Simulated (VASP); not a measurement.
# Ga2GeO3: relaxation of cell and atoms with PBE

Ga2GeO3:

```xyz
6
Lattice="3.0746 0.0000 0.0000 0.0000 3.0746 0.0000 0.0000 0.0000 7.7037" Properties=species:S:1:pos:R:3 pbc="T T T"
Ga    0.0000    1.5373    5.0648
Ga    1.5373    0.0000    2.6388
Ge    0.0000    0.0000    0.0000
O     1.5373    1.5373    0.0000
O     0.0000    1.5373    3.0273
O     1.5373    0.0000    4.6763
```

The cell was generated, and may not be a known phase.

| Item | Value |
| --- | --- |
| Program | VASP 6.6.1 |
| Task | relaxation of cell and atoms |
| Functional | PBE |
| Potentials or basis | VASP PAW PBE potentials, release 64 (Ga_d, Ge_d, O) |
| Cutoff | 600 eV |
| k mesh | 12 × 12 × 6 |
| Occupations | gaussian, width 0.1 eV |
| Spin | no spin polarisation |
| Dipole correction | no |
| Further INCAR settings | ALGO = Normal; EDIFF = 1e-07; IBRION = 2; EDIFFG = -0.01; NSW = 100; ISIF = 3 |

```json
{
  "Relaxed volume": "12.12 Å³/atom",
  "Relaxed cell": "a = 3.072 Å, b = 3.072 Å, c = 7.708 Å, α = 90.00°, β = 90.00°, γ = 90.00°",
  "Space group after relaxing (to 0.1 Å)": "P-4m2 (No. 115)",
  "Energy gained by relaxing": "0.1 meV/atom",
  "Ionic steps": "5",
  "Pressure after relaxing": "0.0 GPa",
  "Largest force after relaxing": "0.004 eV/Å",
  "Band gap on the k mesh": "zero (bands 29 and 30 overlap by 0.97 eV)"
}
```

Forces in eV/Å, atoms in the order of the input:
```
Ga   0.000  0.000  0.004
Ga   0.000  0.000 -0.004
Ge   0.000  0.000  0.000
O    0.000  0.000  0.000
O    0.000  0.000  0.003
O    0.000  0.000 -0.003
```

Stress tensor (GPa, compression positive):
```
 0.09  0.00  0.00
 0.00  0.09  0.00
 0.00  0.00 -0.11
```

Step by step:
| step | energy change (eV) | largest force (eV/Å) | pressure (GPa) | volume (Å³) |
| --- | --- | --- | --- | --- |
| 1 | 0.0000 | 0.0828 | 0.14 | 72.82 |
| 2 | -0.0005 | 0.0167 | -0.18 | 72.94 |
| 3 | -0.0005 | 0.0128 | -0.23 | 72.95 |
| 4 | -0.0007 | 0.0058 | -0.05 | 72.80 |
| 5 | -0.0007 | 0.0038 | 0.03 | 72.74 |

Final structure:
```xyz
6
Lattice="3.0720 0.0000 0.0000 0.0000 3.0720 0.0000 0.0000 0.0000 7.7076" Properties=species:S:1:pos:R:3 pbc="T T T"
Ga    3.0720    1.5360    5.0743
Ga    1.5360    0.0000    2.6332
Ge    0.0000    0.0000    0.0000
O     1.5360    1.5360    7.7076
O     0.0000    1.5360    3.0251
O     1.5360    0.0000    4.6825
```

Levels at points of the mesh, in eV from the Fermi level:
```csv
k point,band 25,band 26,band 27,band 28,band 29,band 30,band 31,band 32,band 33,band 34
"(0.00, 0.00, 0.00)",-4.11,-4.00,-3.24,-3.24,-2.22,0.34,2.81,6.31,8.03,8.36
"(0.50, 0.00, 0.00)",-3.22,-3.12,-3.09,-1.30,0.39,0.75,2.87,3.46,4.00,5.02
"(0.50, 0.50, 0.00)",-5.14,-4.85,-4.85,-2.72,-0.38,-0.38,1.70,6.09,6.09,6.47
"(0.00, 0.00, 0.50)",-4.17,-4.17,-3.21,-3.21,-1.65,0.59,3.05,5.31,7.58,8.50
"(0.50, 0.00, 0.50)",-3.12,-3.11,-2.77,-0.69,0.14,0.59,3.00,3.22,3.80,5.23
"(0.50, 0.50, 0.50)",-4.76,-4.76,-4.48,-2.81,-0.56,-0.56,1.58,6.09,6.10,6.10
```

Run time: 9.7 min on 1 thread of Intel(R) Xeon(R) 6975P-C (Granite Rapids), on a shared host, peak memory 0.45 GiB.
